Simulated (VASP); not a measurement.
# NaLa3 (Pm-3m) in VASP: notebook

NaLa3 is run at these levels: PBE; tasks: single point.

Everything below comes from runs of VASP 6.6.1. Logs are shortened: lines on timing, memory, paths and dates and some standing lists are left out, and cuts for length are marked.

### Step 1. The cell of the first run

It takes space group Pm-3m (No. 221, cubic). Conventional cell: a = 5.256 Å, b = 5.256 Å, c = 5.256 Å, α = 90.00°, β = 90.00°, γ = 90.00°. Within 4.9 Å of Na (site symmetry m-3m) lie 12 La at 3.72 Å. Within 4.9 Å of La (site symmetry 4/mmm) lie 4 Na at 3.72 Å and 8 La at 3.72 Å.

### Step 2. Single point, PBE

Input file INCAR:

```
ALGO = Normal
EDIFF = 1E-6
ENCUT = 500
GGA = PE
GGA_COMPAT = False
ISIF = 2
ISMEAR = -1
LASPH = True
LCHARG = True
LELF = True
LMAXMIX = 6
LREAL = False
LVHAR = True
LWAVE = False
NBANDS = 28
NELM = 200
PREC = Accurate
SIGMA = 0.1
```

Input file KPOINTS:

```
k-points
0
Gamma
  2 2 2
```

Input file POSCAR:

```
NaLa3
1.0
    5.2563000000      0.0000000000      0.0000000000
    0.0000000000      5.2563000000      0.0000000000
    0.0000000000      0.0000000000      5.2563000000
Na La
1 3
Direct
    0.0000000000      0.0000000000      0.0000000000
    0.5000000000      0.0000000000      0.5000000000
    0.0000000000      0.5000000000      0.5000000000
    0.5000000000      0.5000000000      0.0000000000
```

Potentials or basis: VASP PAW PBE potentials, release 64 (Na_pv, La).

Launch:

```bash
$ cat potpaw_PBE.64/Na_pv/POTCAR potpaw_PBE.64/La/POTCAR > POTCAR
$ mpirun -np 1 vasp_std > vasp.out
```

OUTCAR:

```text
EDIFF = 1E-6
   ENCUT = 500
   GGA = PE
   ISIF = 2
   ISMEAR = -1
   LASPH = True
   LREAL = False
   NELM = 200
   PREC = Accurate

 ion  position               nearest neighbor table
   1  0.000  0.000  0.000-
   2  0.500  0.000  0.500-
   3  0.000  0.500  0.500-
   4  0.500  0.500  0.000-

  LATTYP: Found a simple cubic cell.
 ALAT       =     5.2563000000

  Lattice vectors:

 A1 = (   5.2563000000,   0.0000000000,   0.0000000000)
 A2 = (   0.0000000000,   5.2563000000,   0.0000000000)
 A3 = (   0.0000000000,   0.0000000000,   5.2563000000)

Analysis of symmetry for initial positions (statically):
=====================================================================
 Subroutine PRICEL returns:
 Original cell was already a primitive cell.

 Routine SETGRP: Setting up the symmetry group for a
 simple cubic supercell.

 Subroutine GETGRP returns: Found 48 space group operations
 (whereof 48 operations were pure point group operations)
 out of a pool of 48 trial point group operations.

The static configuration has the point symmetry O_h .

Analysis of symmetry for dynamics (positions and initial velocities):
=====================================================================
 Subroutine PRICEL returns:
 Original cell was already a primitive cell.

 Routine SETGRP: Setting up the symmetry group for a
 simple cubic supercell.

 Subroutine GETGRP returns: Found 48 space group operations
 (whereof 48 operations were pure point group operations)
 out of a pool of 48 trial point group operations.

The dynamic configuration has the point symmetry O_h .

 Subroutine INISYM returns: Found 48 space group operations
 (whereof 48 operations are pure point group operations),
 and found     1 'primitive' translations

----------------------------------------------------------------------------------------

                                     Primitive cell
[... 62 lines left out ...]
   NGX,Y,Z   is equivalent  to a cutoff of  12.65, 12.65, 12.65 a.u.
   NGXF,Y,Z  is equivalent  to a cutoff of  25.30, 25.30, 25.30 a.u.
 SYSTEM =  unknown system
   PREC   = accura    normal or accurate (medium, high low for compatibility)
   ISTART =      0    job   : 0-new  1-cont  2-samecut
   ICHARG =      2    charge: 1-file 2-atom 10-const
   ISPIN  =      1    spin polarized calculation?
   LNONCOLLINEAR =      F non collinear calculations
   LSORBIT =      F    spin-orbit coupling
   LASPH  =      T    aspherical Exc in radial PAW
   ENCUT  =  500.0 eV  36.75 Ry    6.06 a.u.   9.58  9.58  9.58*2*pi/ulx,y,z
   NELM   =    200;   NELMIN=  2; NELMDL= -5     # of ELM steps
   EDIFF  = 0.1E-05   stopping-criterion for ELM
   LREAL  =      F    real-space projection
   EDIFFG = 0.1E-04   stopping-criterion for IOM
   NSW    =      0    number of steps for IOM
   IBRION =     -1    ionic relax: 0-MD 1-quasi-New 2-CG
   NFREE  =      0    steps in history (QN), initial steepest desc. (CG)
   ISIF   =      2    stress and relaxation
   ISYM   =      2    0-nonsym 1-usesym 2-fastsym
   POTIM  = 0.5000    time-step for ionic-motion
   TEBEG  =    0.0;   TEEND  =   0.0 temperature during run
   PSTRESS=    0.0 pullay stress
   NELECT =      40.0000    total number of electrons
   NUPDOWN=      -1.0000    fix difference up-down
   EMIN   =  10.00;   EMAX   =-10.00  energy-range for DOS
   EFERMI =   0.00;   METHOD = LEGACY
   ISMEAR =    -1;   SIGMA  =   0.10  broadening in eV -4-tet -1-fermi 0-gaus
   EFERMI_NEDOS =   21; number of points for ismear=-14 and -15
   IALGO  =     38    algorithm
   IMIX   =      4    mixing-type and parameters
     AMIX     =   0.40;   BMIX     =  1.00
     AMIX_MAG =   1.60;   BMIX_MAG =  1.00
  volume/ion in A,a.u.               =      36.31       245.01
  Fermi-wavevector in a.u.,A,eV,Ry     =   1.065160  2.012860 15.436693  1.134565
  Thomas-Fermi vector in A             =   2.200702
   LORBIT       =      0    0 simple, 1 ext, 2 COOP (PROOUT), +10 PAW based schemes
   GGA     = PE    functional components
   LHFCALC =     F    Hartree Fock is set to
   AEXX    =    0.0000 exact exchange contribution
   IVDW    =     0    specifies the selected vdW correction
   LEPSILON=     F    determine dielectric tensor
   LRPA    =     F    only Hartree local field effects (RPA)
 non-spin polarized calculation
  energy-cutoff  :      500.00
  volume of cell :      145.22
 maximum number of plane-waves:      3743
 NGX is ok and might be reduce to    40
   NGX = 19   NGY = 19   NGZ = 19

 number of electron      40.0000008 magnetization

 Free energy of the ion-electron system (eV)
  ---------------------------------------------------
  ext. energy  EPLUGINS =         0.00000000
  ---------------------------------------------------
  free energy    TOTEN  =       -15.12594121 eV

  energy without entropy =      -14.86019986  energy(sigma->0) =      -14.99307053

 E-fermi :   6.1789     XC(G=0):  -8.9679

 val. band max:        5.8656565535   @ k =   0.5000   0.5000   0.0000
 cond. band min:       6.1834604501   @ k =   0.5000   0.5000   0.0000
 fundamental gap:      0.3178038966
 Fermi energy:         6.1788758567

 k-point     1 :       0.0000    0.0000    0.0000
  band No.  band energies     occupation
      1     -26.9500      2.00000
      2     -26.7408      2.00000
      3     -26.7408      2.00000
      4     -17.3091      2.00000
      5     -17.3091      2.00000
      6     -17.3091      2.00000
[... 113 lines left out ...]
     27       7.5486      0.00000
     28       7.5567      0.00000

------------------------ aborting loop because EDIFF is reached ----------------------------------------

  FORCE on cell =-STRESS in cart. coord.  units (eV):
  Direction    XX          YY          ZZ          XY          YZ          ZX
  --------------------------------------------------------------------------------------
  -------------------------------------------------------------------------------------
  Total        0.8338990      0.8338990      0.8338990      0.0000000      0.0000000     -0.0000000
  in kB        9.1999104      9.1999104      9.1999104      0.0000000      0.0000000     -0.0000000
  external PRESSURE =       9.1999104 kB  Pullay stress =       0.0000000 kB

 VOLUME and BASIS-vectors are now :
 -----------------------------------------------------------------------------
  energy-cutoff  :      500.00
  volume of cell :      145.22
      direct lattice vectors                 reciprocal lattice vectors
     5.256300000  0.000000000  0.000000000     0.190247893  0.000000000  0.000000000
     0.000000000  5.256300000  0.000000000     0.000000000  0.190247893  0.000000000
     0.000000000  0.000000000  5.256300000     0.000000000  0.000000000  0.190247893

 POSITION                                       TOTAL-FORCE (eV/Angst)
 -----------------------------------------------------------------------------------
      0.00000      0.00000      0.00000         0.000000      0.000000      0.000000
      2.62815      0.00000      2.62815         0.000000      0.000000      0.000000
      0.00000      2.62815      2.62815         0.000000      0.000000      0.000000
      2.62815      2.62815      0.00000         0.000000      0.000000      0.000000
 -----------------------------------------------------------------------------------
    total drift:                                0.000000     -0.000000     -0.000000

  FREE ENERGIE OF THE ION-ELECTRON SYSTEM (eV)
  ---------------------------------------------------
  free  energy   TOTEN  =       -15.1259412077 eV

  energy  without entropy=      -14.8601998616  energy(sigma->0) =      -14.99307053
```

OSZICAR:

```text
N       E                     dE             d eps       ncg     rms          rms(c)
DAV:   1     0.530274986511E+03    0.53027E+03   -0.13933E+04   224   0.183E+03
DAV:   2     0.897024374812E+02   -0.44057E+03   -0.43112E+03   320   0.433E+02
DAV:   3    -0.987973495224E+00   -0.90690E+02   -0.89197E+02   344   0.214E+02
DAV:   4    -0.130420297466E+02   -0.12054E+02   -0.11284E+02   436   0.715E+01
DAV:   5    -0.149702426001E+02   -0.19282E+01   -0.19049E+01   440   0.272E+01    0.424E+00
DAV:   6    -0.150735260068E+02   -0.10328E+00   -0.35590E+00   416   0.114E+01    0.214E+00
DAV:   7    -0.151163280268E+02   -0.42802E-01   -0.48561E-01   424   0.499E+00    0.944E-01
DAV:   8    -0.151270401155E+02   -0.10712E-01   -0.90682E-02   440   0.237E+00    0.234E-01
DAV:   9    -0.151255106955E+02    0.15294E-02   -0.12227E-02   408   0.815E-01    0.105E-01
DAV:  10    -0.151259351989E+02   -0.42450E-03   -0.17733E-03   440   0.358E-01    0.245E-02
DAV:  11    -0.151259387699E+02   -0.35709E-05   -0.18521E-04   432   0.997E-02    0.103E-02
DAV:  12    -0.151259406920E+02   -0.19221E-05   -0.30294E-05   424   0.451E-02    0.294E-03
DAV:  13    -0.151259412077E+02   -0.51566E-06   -0.48425E-06   296   0.158E-02
   1 F= -.15125941E+02 E0= -.14993071E+02  d E =-.265741E+00
```

stdout:

```text
POSCAR found type information on POSCAR NaLa
 POSCAR found :  2 types and       4 ions
 scaLAPACK will be used
 LDA part: xc-table for (Slater+PW92), standard interpolation
 POSCAR, INCAR and KPOINTS ok, starting setup
 FFT: planning ... GRIDC
 FFT: planning ... GRID_SOFT
 FFT: planning ... GRID
 WAVECAR not read
 entering main loop
```

Run time: 16 s. Hardware: 1 thread of Intel Xeon 6975P-C (Granite Rapids), shared host; peak memory 0.24 GiB.

What came out:

* Free energy: -15.1259 eV
* Pressure: 0.9 GPa
* Band gap on the k mesh: zero (bands 20 and 21 overlap by 1.91 eV)

Caveat: the k points lie up to 0.60 Å⁻¹ apart, too coarse for converged energies and pressures of a metal; spin-orbit coupling is left out, which moves the levels of the heavy elements.

### Step 3. Single point, PBE

Input file INCAR:

```
SYSTEM = NaLa3
ALGO     = Normal         ! electronic algorithm
EDIFF    = 1E-6           ! SCF threshold, eV
ENCUT    = 500            ! plane-wave cutoff, eV
GGA      = PE             ! functional
GGA_COMPAT= .False.      
ISIF     = 2              ! what is computed and relaxed
ISMEAR   = -1             ! smearing method
LASPH    = .True.         ! aspherical terms in the spheres
LCHARG   = .False.        ! write CHGCAR
LMAXMIX  = 6              ! l up to which the mixer works
LREAL    = .False.        ! projectors in reciprocal space
LWAVE    = .False.        ! write WAVECAR
NBANDS   = 28             ! bands
NELM     = 200            ! most SCF steps
PREC     = Accurate       ! precision mode
SIGMA    = 0.1            ! smearing width, eV
```

Input file KPOINTS:

```
k-points
0
Gamma
  2 2 2
  0 0 0
```

POSCAR is that of step 2.

Potentials or basis: VASP PAW PBE potentials, release 64 (Na_pv, La).

Launch:

```bash
$ cat potpaw_PBE.64/Na_pv/POTCAR potpaw_PBE.64/La/POTCAR > POTCAR
$ mpirun -np 1 vasp_std > vasp.out
```

Run time: 16 s. Hardware: 1 thread of Intel Xeon 6975P-C (Granite Rapids), shared host; peak memory 0.24 GiB.

Results (log left out):

| Item | Value |
| --- | --- |
| Free energy | -15.1259 eV |
| Pressure | 0.9 GPa |
| Band gap on the k mesh | zero (bands 20 and 21 overlap by 1.91 eV) |

Levels at points of the mesh, in eV from the Fermi level:
| k point | band 17 | band 18 | band 19 | band 20 | band 21 | band 22 |
| --- | --- | --- | --- | --- | --- | --- |
| (0.00, 0.00, 0.00) | -2.25 | -0.96 | -0.96 | -0.83 | -0.83 | -0.83 |
| (0.50, 0.00, 0.00) | -1.47 | -1.12 | -0.51 | 0.07 | 0.07 | 0.36 |
| (0.50, 0.50, 0.00) | -0.74 | -0.74 | -0.31 | 0.00 | 0.11 | 0.11 |
| (0.50, 0.50, 0.50) | -1.20 | -1.20 | -1.20 | 1.08 | 1.17 | 1.19 |

Caveat: the k points lie up to 0.60 Å⁻¹ apart, too coarse for converged energies and pressures of a metal; spin-orbit coupling is left out, which moves the levels of the heavy elements.

(Continued in part 2 of 2.)
